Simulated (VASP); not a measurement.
A run of VASP 6.6.1 is set up as follows.

INCAR

```
SYSTEM = As
ALGO = Normal
EDIFF = 1E-6
ENCUT = 520
GGA = PE
ISIF = 2
ISMEAR = -1
LASPH = .TRUE.
LCHARG = .TRUE.
LELF = .TRUE.
LREAL = .FALSE.
LVHAR = .TRUE.
LWAVE = .FALSE.
NBANDS = 8
NELM = 60
PREC = Accurate
SIGMA = 0.05
```

Contents of KPOINTS:

```
k-points
0
G
  15 15 15
  0 0 0
```

Contents of POSCAR:

```
As
1.0
    0.0000000000      1.8731765560      1.8731765560
    1.8731765560      0.0000000000      1.8731765560
    1.8731765560      1.8731765560      0.0000000000
As
1
Direct
    0.0000000000      0.0000000000      0.0000000000
```

Potentials or basis: VASP PAW PBE potentials, release 64 (As).

Command:

```sh
$ cat potpaw_PBE.64/As/POTCAR > POTCAR
$ mpirun -np 1 vasp_std > vasp.out
```

Problem. What does it give for the pressure?

Solution. 70.8 GPa.
